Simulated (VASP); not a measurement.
AlN, 2 atoms in the cell. The structure is tetragonal, space group I-4m2 (No. 119). Conventional cell: a = 3.040 Å, b = 3.040 Å, c = 4.368 Å, α = 90.00°, β = 90.00°, γ = 90.00°. Within 2.5 Å of Al (site symmetry -4m2) lie 4 N at 1.87 Å. N (site symmetry -4m2) has 4 Al at 1.87 Å within 2.5 Å.  This cell differs from its parent crystal: in-plane strain -0.01.

- Program: VASP 6.6.1
- Task: single point
- Functional: LDA
- Potentials or basis: VASP PAW LDA potentials, release 64 (Al, N)
- Cutoff: 520 eV
- k mesh: 10 × 10 × 10
- Occupations: gaussian, width 0.01 eV
- Spin: no spin polarisation
- Dipole correction: no
- Further INCAR settings: ALGO = Normal; EDIFF = 1e-06; NBANDS = 11

Potentials or basis: VASP PAW LDA potentials, release 64 (Al, N).

Command:

```bash
$ cat potpaw_LDA.64/Al/POTCAR potpaw_LDA.64/N/POTCAR > POTCAR
$ mpirun -np 1 vasp_std > vasp.out
```

Hardware: 1 thread of Intel(R) Xeon(R) Platinum 8259CL CPU @ 2.50GHz (Skylake/Cascade Lake), with other jobs on the host.

**Question.** How long does it take, and how much memory?

**Answer.** Run time: 15 s on 1 thread of Intel(R) Xeon(R) Platinum 8259CL CPU @ 2.50GHz (Skylake/Cascade Lake), with other jobs on the host, peak memory 0.13 GiB. Counts: scf iterations 12, k points 102.
